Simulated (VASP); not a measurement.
# HfN (Fm-3m) in VASP: further runs, part 2 of 2

VASP 6.6.1.

## Step 4: Single point, PBEsol

This run uses another cell than the first one, of 11.28 Å³/atom.

Input file INCAR:

```
SYSTEM = HfN
  PREC = Accurate
  ENCUT = 520
  EDIFF = 1E-7
  ISMEAR = 0
  SIGMA = 0.1
  LREAL = .False.
  LASPH = .True.
  NELM = 80
  ALGO = Normal
  ISIF = 2
  LWAVE = .False.
  LCHARG = .False.
  GGA = PS
  NBANDS = 14
```

Input file KPOINTS:

```
Automatic mesh
0
Gamma
  16 16 16
  0 0 0
```

Input file POSCAR:

```
HfN
1.0
    0.0000000000      2.2430055701      2.2430055701
    2.2430055701      0.0000000000      2.2430055701
    2.2430055701      2.2430055701      0.0000000000
Hf N
1 1
Direct
    0.0000000000      0.0000000000      0.0000000000
    0.5000000000      0.5000000000      0.5000000000
```

Potentials or basis: VASP PAW PBE potentials, release 64 (Hf_pv, N).

The run is started by

```sh
> cat potpaw_PBE.64/Hf_pv/POTCAR potpaw_PBE.64/N/POTCAR > POTCAR
> mpirun -np 1 vasp_std > vasp.out
```

OUTCAR:

```text
SYSTEM = HfN
   PREC = Accurate
   ENCUT = 520
   EDIFF = 1E-7
   ISMEAR = 0
   LREAL = .False.
   LASPH = .True.
   NELM = 80
   ISIF = 2
   GGA = PS

 ion  position               nearest neighbor table
   1  0.000  0.000  0.000-   2 2.24   2 2.24   2 2.24   2 2.24   2 2.24   2 2.24
   2  0.500  0.500  0.500-   1 2.24   1 2.24   1 2.24   1 2.24   1 2.24   1 2.24

  LATTYP: Found a face centered cubic cell.
 ALAT       =     4.4860111402

  Lattice vectors:

 A1 = (   0.0000000000,   2.2430055701,   2.2430055701)
 A2 = (   2.2430055701,   0.0000000000,   2.2430055701)
 A3 = (   2.2430055701,   2.2430055701,   0.0000000000)

Analysis of symmetry for initial positions (statically):
=====================================================================
 Subroutine PRICEL returns:
 Original cell was already a primitive cell.

 Routine SETGRP: Setting up the symmetry group for a
 face centered cubic supercell.

 Subroutine GETGRP returns: Found 48 space group operations
 (whereof 48 operations were pure point group operations)
 out of a pool of 48 trial point group operations.

The static configuration has the point symmetry O_h .

Analysis of symmetry for dynamics (positions and initial velocities):
[... 179 lines left out ...]
     12      10.3843      0.00000
     13      10.4081      0.00000
     14      17.9789      0.00000
[... 377 lines left out ...]
      1     -22.6940      2.00000
      2     -22.6142      2.00000
      3     -22.5897      2.00000
      4      -8.9247      2.00000
      5       4.3388      2.00000
      6       4.6863      2.00000
      7       5.0127      2.00000
      8       8.1836      1.99475
      9       8.1840      1.99467
     10       8.6446      0.00019
     11      10.5501      0.00000
     12      11.3942      0.00000
     13      11.4640      0.00000
     14      18.7999      0.00000

 [... further k-points ...]

------------------------ aborting loop because EDIFF is reached ----------------------------------------

  FORCE on cell =-STRESS in cart. coord.  units (eV):
  Direction    XX          YY          ZZ          XY          YZ          ZX
  --------------------------------------------------------------------------------------
  -------------------------------------------------------------------------------------
  Total        0.1155606      0.1155606      0.1155606      0.0000000      0.0000000      0.0000000
  in kB        8.2034996      8.2034996      8.2034996      0.0000000      0.0000000      0.0000000
  external PRESSURE =       8.2034996 kB  Pullay stress =       0.0000000 kB

 VOLUME and BASIS-vectors are now :
 -----------------------------------------------------------------------------
  energy-cutoff  :      520.00
  volume of cell :       22.57
      direct lattice vectors                 reciprocal lattice vectors
     0.000000000  2.243005570  2.243005570    -0.222915184  0.222915184  0.222915184
     2.243005570  0.000000000  2.243005570     0.222915184 -0.222915184  0.222915184
     2.243005570  2.243005570  0.000000000     0.222915184  0.222915184 -0.222915184

 POSITION                                       TOTAL-FORCE (eV/Angst)
 -----------------------------------------------------------------------------------
      0.00000      0.00000      0.00000         0.000000      0.000000      0.000000
      2.24301      2.24301      2.24301         0.000000      0.000000      0.000000
 -----------------------------------------------------------------------------------
    total drift:                                0.000000     -0.000000     -0.000000

  FREE ENERGIE OF THE ION-ELECTRON SYSTEM (eV)
  ---------------------------------------------------
  free  energy   TOTEN  =       -22.9956860962 eV

  energy  without entropy=      -22.9927444481  energy(sigma->0) =      -22.99421527
```

It took 52 s on 1 thread of Intel Xeon 8259CL, shared host; peak memory 0.17 GiB.

What came out:

- Free energy: -22.9957 eV
- Pressure: 0.8 GPa
- Band gap on the k mesh: zero (an odd number of electrons rules out a gap without spin polarisation)

Levels at points of the mesh, in eV from the Fermi level:
```
           k point  band 6  band 7  band 8  band 9  band 10  band 11
(0.00, 0.00, 0.00)   -3.00   -3.00   -0.38   -0.38    -0.38     2.00
(0.50, 0.00, 0.00)   -6.27   -6.27    3.40    3.83     3.83     4.53
(0.50, 0.50, 0.00)   -3.93   -3.66   -3.66    4.21     5.72     5.72
```

Caveat: the PAW data sets were made with another functional, which shifts forces and pressure a little; spin-orbit coupling is left out, which moves the levels of the heavy elements.

## Step 5: Single point, PBEsol

This run uses another cell than the first one, of 11.40 Å³/atom.

Input file INCAR:

```
PREC     = Accurate       # precision mode
ENCUT    = 520            # plane-wave cutoff, eV
EDIFF    = 1E-6           # SCF threshold, eV
ISMEAR   = 0              # smearing method
SIGMA    = 0.1            # smearing width, eV
LREAL    = F              # projectors in reciprocal space
LASPH    = T              # aspherical terms in the spheres
NELM     = 60             # most SCF steps
ALGO     = Normal         # electronic algorithm
ISIF     = 2              # what is computed and relaxed
LWAVE    = F              # write WAVECAR
LCHARG   = F              # write CHGCAR
GGA      = PS             # functional
NBANDS   = 14             # bands
```

Input file KPOINTS:

```
regular mesh
0
Gamma
  16 16 16
```

Input file POSCAR:

```
HfN
1.0
    0.0000000000      2.2508679144      2.2508679144
    2.2508679144      0.0000000000      2.2508679144
    2.2508679144      2.2508679144      0.0000000000
Hf N
1 1
Direct
    0.0000000000      0.0000000000      0.0000000000
    0.5000000000      0.5000000000      0.5000000000
```

Potentials or basis: VASP PAW PBE potentials, release 64 (Hf_pv, N).

The run is started by

```sh
> cat potpaw_PBE.64/Hf_pv/POTCAR potpaw_PBE.64/N/POTCAR > POTCAR
> mpirun -np 1 vasp_std > vasp.out
```

OUTCAR:

```text
PREC = Accurate
   ENCUT = 520
   EDIFF = 1E-6
   ISMEAR = 0
   LREAL = F
   LASPH = T
   NELM = 60
   ISIF = 2
   GGA = PS

 ion  position               nearest neighbor table
   1  0.000  0.000  0.000-   2 2.25   2 2.25   2 2.25   2 2.25   2 2.25   2 2.25
   2  0.500  0.500  0.500-   1 2.25   1 2.25   1 2.25   1 2.25   1 2.25   1 2.25

  LATTYP: Found a face centered cubic cell.
 ALAT       =     4.5017358288

  Lattice vectors:

 A1 = (   0.0000000000,   2.2508679144,   2.2508679144)
 A2 = (   2.2508679144,   0.0000000000,   2.2508679144)
 A3 = (   2.2508679144,   2.2508679144,   0.0000000000)

Analysis of symmetry for initial positions (statically):
=====================================================================
 Subroutine PRICEL returns:
 Original cell was already a primitive cell.

 Routine SETGRP: Setting up the symmetry group for a
 face centered cubic supercell.

 Subroutine GETGRP returns: Found 48 space group operations
 (whereof 48 operations were pure point group operations)
 out of a pool of 48 trial point group operations.

The static configuration has the point symmetry O_h .

Analysis of symmetry for dynamics (positions and initial velocities):
=====================================================================
 Subroutine PRICEL returns:
 Original cell was already a primitive cell.

 Routine SETGRP: Setting up the symmetry group for a
 face centered cubic supercell.

 Subroutine GETGRP returns: Found 48 space group operations
 (whereof 48 operations were pure point group operations)
 out of a pool of 48 trial point group operations.

The dynamic configuration has the point symmetry O_h .

 Subroutine INISYM returns: Found 48 space group operations
 (whereof 48 operations are pure point group operations),
 and found     1 'primitive' translations

----------------------------------------------------------------------------------------

                                     Primitive cell

  volume of cell :      22.8076

  direct lattice vectors                    reciprocal lattice vectors
     0.000000000  2.250867914  2.250867914    -0.222136535  0.222136535  0.222136535
     2.250867914  0.000000000  2.250867914     0.222136535 -0.222136535  0.222136535
     2.250867914  2.250867914  0.000000000     0.222136535  0.222136535 -0.222136535

  length of vectors
     3.183207932  3.183207932  3.183207932     0.384751765  0.384751765  0.384751765

  position of ions in fractional coordinates (direct lattice)
     0.000000000  0.000000000  0.000000000
     0.500000000  0.500000000  0.500000000

  ion indices of the primitive-cell ions
   primitive index   ion index
                 1           1
                 2           2

----------------------------------------------------------------------------------------

 KPOINTS: regular mesh

Automatic generation of k-mesh.
 Grid dimensions read from file:
 generate k-points for:   16   16   16

 Generating k-lattice:

  Cartesian coordinates                     Fractional coordinates (reciprocal lattice)
    -0.013883533  0.013883533  0.013883533     0.062500000  0.000000000  0.000000000
     0.013883533 -0.013883533  0.013883533     0.000000000  0.062500000  0.000000000
     0.013883533  0.013883533 -0.013883533     0.000000000  0.000000000  0.062500000

  Length of vectors
     0.024046985  0.024046985  0.024046985

  Shift w.r.t. Gamma in fractional coordinates (k-lattice)
[... 36 lines left out ...]
   total plane-waves  NPLWV =  13824
   dimension x,y,z NGX =    24 NGY =   24 NGZ =   24
   dimension x,y,z NGXF=    48 NGYF=   48 NGZF=   48
   ions per type =               1   1
   NGX,Y,Z   is equivalent  to a cutoff of  12.53, 12.53, 12.53 a.u.
   NGXF,Y,Z  is equivalent  to a cutoff of  25.07, 25.07, 25.07 a.u.
 SYSTEM =  unknown system
   PREC   = accura    normal or accurate (medium, high low for compatibility)
   ISTART =      0    job   : 0-new  1-cont  2-samecut
   ICHARG =      2    charge: 1-file 2-atom 10-const
   ISPIN  =      1    spin polarized calculation?
   LNONCOLLINEAR =      F non collinear calculations
   LSORBIT =      F    spin-orbit coupling
   LASPH  =      T    aspherical Exc in radial PAW
   ENCUT  =  520.0 eV  38.22 Ry    6.18 a.u.   5.92  5.92  5.92*2*pi/ulx,y,z
   NELM   =     60;   NELMIN=  2; NELMDL= -5     # of ELM steps
   EDIFF  = 0.1E-05   stopping-criterion for ELM
   LREAL  =      F    real-space projection
   EDIFFG = 0.1E-04   stopping-criterion for IOM
   NSW    =      0    number of steps for IOM
   IBRION =     -1    ionic relax: 0-MD 1-quasi-New 2-CG
   NFREE  =      0    steps in history (QN), initial steepest desc. (CG)
   ISIF   =      2    stress and relaxation
   ISYM   =      2    0-nonsym 1-usesym 2-fastsym
   POTIM  = 0.5000    time-step for ionic-motion
   TEBEG  =    0.0;   TEEND  =   0.0 temperature during run
   PSTRESS=    0.0 pullay stress
   NELECT =      15.0000    total number of electrons
   NUPDOWN=      -1.0000    fix difference up-down
   EMIN   =  10.00;   EMAX   =-10.00  energy-range for DOS
   EFERMI =   0.00;   METHOD = LEGACY
   ISMEAR =     0;   SIGMA  =   0.10  broadening in eV -4-tet -1-fermi 0-gaus
   EFERMI_NEDOS =   21; number of points for ismear=-14 and -15
   IALGO  =     38    algorithm
   IMIX   =      4    mixing-type and parameters
     AMIX     =   0.40;   BMIX     =  1.00
     AMIX_MAG =   1.60;   BMIX_MAG =  1.00
  volume/ion in A,a.u.               =      11.40        76.96
  Fermi-wavevector in a.u.,A,eV,Ry     =   1.423678  2.690362 27.577109  2.026860
  Thomas-Fermi vector in A             =   2.544250
   LORBIT       =      0    0 simple, 1 ext, 2 COOP (PROOUT), +10 PAW based schemes
   GGA     = PS    functional components
   LHFCALC =     F    Hartree Fock is set to
   AEXX    =    0.0000 exact exchange contribution
   IVDW    =     0    specifies the selected vdW correction
   LEPSILON=     F    determine dielectric tensor
   LRPA    =     F    only Hartree local field effects (RPA)
 non-spin polarized calculation
 Gauss-broadening in eV      SIGMA  =   0.10
  energy-cutoff  :      520.00
  volume of cell :       22.81
 maximum number of plane-waves:       636
   NGX = 11   NGY = 11   NGZ = 11

 number of electron      15.0000001 magnetization

 Free energy of the ion-electron system (eV)
  ---------------------------------------------------
  ext. energy  EPLUGINS =         0.00000000
  ---------------------------------------------------
  free energy    TOTEN  =       -22.99479139 eV

  energy without entropy =      -22.99183856  energy(sigma->0) =      -22.99331497

 E-fermi :   8.2868     XC(G=0): -12.9506

 val. band max:        8.2742708667   @ k =  -0.4375   0.3125   0.1250
 cond. band min:       8.2875767886   @ k =  -0.1250   0.0625   0.0000
 fundamental gap:      0.0133059219
 Fermi energy:         8.2867834824

 k-point     1 :       0.0000    0.0000    0.0000
  band No.  band energies     occupation
      1     -22.7235      2.00000
      2     -22.7235      2.00000
      3     -22.7235      2.00000
      4      -9.2071      2.00000
      5       5.2994      2.00000
      6       5.2994      2.00000
      7       5.2994      2.00000
      8       7.9173      2.00000
      9       7.9173      2.00000
     10       7.9173      2.00000
     11      10.2111      0.00000
     12      10.2647      0.00000
     13      10.2647      0.00000
     14      17.8594      0.00000
[... 377 lines left out ...]
      1     -22.8253      2.00000
      2     -22.7489      2.00000
      3     -22.7254      2.00000
      4      -8.9623      2.00000
      5       4.2627      2.00000
      6       4.6146      2.00000
      7       4.9352      2.00000
      8       8.0931      1.99383
      9       8.0943      1.99350
     10       8.5470      0.00023
     11      10.4011      0.00000
     12      11.2222      0.00000
     13      11.3285      0.00000
     14      18.6697      0.00000

 [... further k-points ...]

------------------------ aborting loop because EDIFF is reached ----------------------------------------

  FORCE on cell =-STRESS in cart. coord.  units (eV):
  Direction    XX          YY          ZZ          XY          YZ          ZX
  --------------------------------------------------------------------------------------
  -------------------------------------------------------------------------------------
  Total       -0.3160250     -0.3160250     -0.3160250     -0.0000000      0.0000000      0.0000000
  in kB      -22.1999475    -22.1999475    -22.1999475     -0.0000000      0.0000000      0.0000000
  external PRESSURE =     -22.1999475 kB  Pullay stress =       0.0000000 kB

 VOLUME and BASIS-vectors are now :
 -----------------------------------------------------------------------------
  energy-cutoff  :      520.00
  volume of cell :       22.81
      direct lattice vectors                 reciprocal lattice vectors
     0.000000000  2.250867914  2.250867914    -0.222136535  0.222136535  0.222136535
     2.250867914  0.000000000  2.250867914     0.222136535 -0.222136535  0.222136535
     2.250867914  2.250867914  0.000000000     0.222136535  0.222136535 -0.222136535

 POSITION                                       TOTAL-FORCE (eV/Angst)
 -----------------------------------------------------------------------------------
      0.00000      0.00000      0.00000        -0.000000     -0.000000     -0.000000
      2.25087      2.25087      2.25087         0.000000      0.000000      0.000000
 -----------------------------------------------------------------------------------
    total drift:                                0.000000     -0.000000     -0.000000

  FREE ENERGIE OF THE ION-ELECTRON SYSTEM (eV)
  ---------------------------------------------------
  free  energy   TOTEN  =       -22.9947913883 eV

  energy  without entropy=      -22.9918385602  energy(sigma->0) =      -22.99331497
```

Run time: 46 s. Hardware: 1 thread of Intel Xeon 8259CL, shared host; peak memory 0.17 GiB.

What came out:

```
Free energy            : -22.9948 eV
Pressure               : -2.2 GPa
Band gap on the k mesh : zero (an odd number of electrons rules out a gap without spin polarisation)
```

Levels at points of the mesh, in eV from the Fermi level:
```csv
k point,band 6,band 7,band 8,band 9,band 10,band 11
"(0.00, 0.00, 0.00)",-2.99,-2.99,-0.37,-0.37,-0.37,1.92
"(0.50, 0.00, 0.00)",-6.22,-6.22,3.35,3.78,3.78,4.47
"(0.50, 0.50, 0.00)",-3.88,-3.65,-3.65,4.16,5.64,5.64
```

Caveat: the PAW data sets were made with another functional, which shifts forces and pressure a little; spin-orbit coupling is left out, which moves the levels of the heavy elements.

## Step 6: The runs side by side

```csv
cell,gap on the mesh (eV),pressure (GPa)
"a = 3.133 Å, angles 60.0°, 2 atoms",none,12.8
"a = 3.155 Å, angles 60.0°, 2 atoms",none,5.7
"a = 3.172 Å, angles 60.0°, 2 atoms",none,0.8
"a = 3.183 Å, angles 60.0°, 2 atoms",none,-2.2
```

Alike in all rows: task single point; level PBEsol; potentials or basis VASP PAW PBE potentials, release 64 (Hf_pv, N); no spin polarisation; k mesh 16 × 16 × 16; cutoff (eV) 520; smearing gaussian 0.1 eV.

Caveats: the PAW data sets were made with another functional, which shifts forces and pressure a little; spin-orbit coupling is left out, which moves the levels of the heavy elements; the cell stands under pressure (at least some runs).

Total energies depend on the potentials used, so only differences within one code and one set of settings carry meaning.
